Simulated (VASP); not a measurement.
AlBi2B:

```
CELL_PARAMETERS angstrom
4.05905 0.00000 0.00000
0.00000 4.05905 0.00000
0.00000 0.00000 5.74036
ATOMIC_POSITIONS crystal
B 0.00000 0.00000 0.00000
Bi 0.00000 0.50000 0.25000
Bi 0.50000 0.00000 0.75000
Al 0.50000 0.50000 0.50000
```

| Quantity | Value |
| --- | --- |
| Program | VASP 6.6.1 |
| Task | relaxation of cell and atoms |
| Functional | PBE |
| Potentials or basis | VASP PAW PBE potentials, release 64 (B, Bi_d, Al) |
| Cutoff | 600 eV |
| k mesh | 6 × 6 × 4 |
| Occupations | fermi-dirac, width 0.02 eV |
| Spin | no spin polarisation |

At the start: pressure 11.4 GPa; volume 23.64 Å³/atom.

Problem. How do energy, volume and symmetry change on relaxing?

Solution. Over 17 steps the energy falls by 247.6 meV/atom and the volume is 27.08 Å³/atom (+14.5 %); space group P-4m2 (No. 115, to 0.1 Å) before and after.

The path:
```csv
step,energy change (eV),largest force (eV/Å),pressure (GPa),volume (Å³)
1,0.0000,3.1038,11.40,94.58
2,-0.8096,0.3925,-3.85,119.52
3,-0.8798,0.8564,-1.58,112.90
4,-0.9630,0.4060,-0.61,109.98
5,-0.9841,0.0378,0.26,107.82
6,-0.9842,0.0184,0.26,107.72
7,-0.9885,0.0262,0.02,108.28
8,-0.9895,0.0513,-0.16,108.64
9,-0.9895,0.0555,-0.18,108.70
10,-0.9902,0.0223,0.03,108.19
11,-0.9902,0.0204,0.03,108.17
12,-0.9902,0.0174,0.06,108.11
13,-0.9902,0.0218,0.07,108.15
14,-0.9902,0.0026,0.03,108.28
15,-0.9902,0.0014,0.00,108.28
16,-0.9903,0.0011,-0.01,108.29
17,-0.9903,0.0015,-0.02,108.31
```

Final structure:
```
B Bi Al
1.0
     4.20406    0.00000    0.00000
     0.00000    4.20406    0.00000
     0.00000    0.00000    6.12819
B Bi Al
1 2 1
Direct
  0.00000 0.00000 0.00000
  0.00000 0.50000 0.21573
  0.50000 0.00000 0.78427
  0.50000 0.50000 0.50000
```
